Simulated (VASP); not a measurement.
Input of a VASP 6.6.1 run:

POSCAR

```
H3CN
1.0
    7.6630940000      0.0000000000      0.0000000000
    0.0000000000      7.6630940000      0.0000000000
    0.0000000000      0.0000000000      7.6630940000
N C H
6 6 18
Direct
    0.3588283209      0.4592622960      1.1534723192
    0.4291311012      0.4305456597      1.0325268417
    0.6672118639      0.8969071671      0.7416472643
    0.5974667964      0.8205287106      0.6432697180
    0.7219301799      0.2058467573      0.2964274978
    0.7814749439      0.1971743967      0.4259394124
    0.1744874134      0.5338157445      0.6473541869
   -0.0049604375      0.5381176951      0.7331953471
    0.8224394729      0.6129322543      0.2315633398
    0.8912234733      0.7967749546      0.2027771360
    0.3586690800      0.9585274860      0.2578983875
    0.3292284359      0.9801537583      0.0626274979
    0.2118851705      0.4012016499      0.6112173598
    0.1779331592      0.6131402594      0.5290588167
    0.2748173775      0.5841216883      0.7352003325
   -0.0380346039      0.6695141832      0.7769242778
   -0.1067141541      0.4956250577      0.6428400733
   -0.0102977723      0.4525037514      0.8469357562
    0.7839495597      0.5521788885      0.1086758581
    0.9218293952      0.5302168922      0.2911799243
    0.7087776763      0.6125018808      0.3173997245
    0.9275379341      0.8577903888      0.3263154456
    1.0066246693      0.7959415986      0.1196461932
    0.7940610193      0.8799552365      0.1403473994
    0.3671321044      1.0849133346      0.3230780201
    0.2526557980      0.8860878226      0.3189742396
    0.4795053460      0.8883322167      0.2846543360
    0.3184661751      0.8539698835     -0.0025885153
    0.2095854972      1.0524597041      0.0356212297
    0.4367848042      1.0507447830      0.0018370797
```

The input INCAR.step1:

```
SYSTEM = H3CN
PREC = Accurate
ENCUT = 580
ISMEAR = -1
SIGMA = 0.05
LREAL = .False.
LASPH = .True.
NELM = 120
NBANDS = 57
GGA = PE
ALGO = Normal
EDIFF = 1E-5
LWAVE = .True.
LCHARG = .False.
GGA_COMPAT = .False.
```

File INCAR.step2:

```
SYSTEM = H3CN
PREC = Accurate
ENCUT = 580
EDIFF = 1E-6
ISMEAR = -1
SIGMA = 0.05
LREAL = .False.
LASPH = .True.
NELM = 120
ALGO = Normal
ISIF = 2
LWAVE = .False.
LCHARG = .False.
METAGGA = R2SCAN
LMIXTAU = .True.
NBANDS = 57
ISTART = 1
GGA_COMPAT = .False.
```

KPOINTS

```
regular mesh
0
Gamma
  1 1 1
  0 0 0
```

Potentials or basis: VASP PAW PBE potentials, release 64 (N, C, H).

Run with:

```bash
$ cat potpaw_PBE.64/N/POTCAR potpaw_PBE.64/C/POTCAR potpaw_PBE.64/H/POTCAR > POTCAR
$ cp INCAR.step1 INCAR
$ mpirun -np 1 vasp_gam > vasp.out
$ cp INCAR.step2 INCAR
$ mpirun -np 1 vasp_gam > vasp.out
```

Task: Estimate the pressure.

Result: 0.9 GPa.

Task: What does it give for the largest force?

Result: 2.097 eV/Å.

Stress tensor (GPa, compression positive):
```
0.65 0.17 0.24
0.17 0.51 0.36
0.24 0.36 1.53
```

Caveat: the k points lie up to 0.82 Å⁻¹ apart; the standard files for N, O and F lose accuracy on very short bonds; the PAW data sets were made with another functional, which shifts forces and pressure a little.
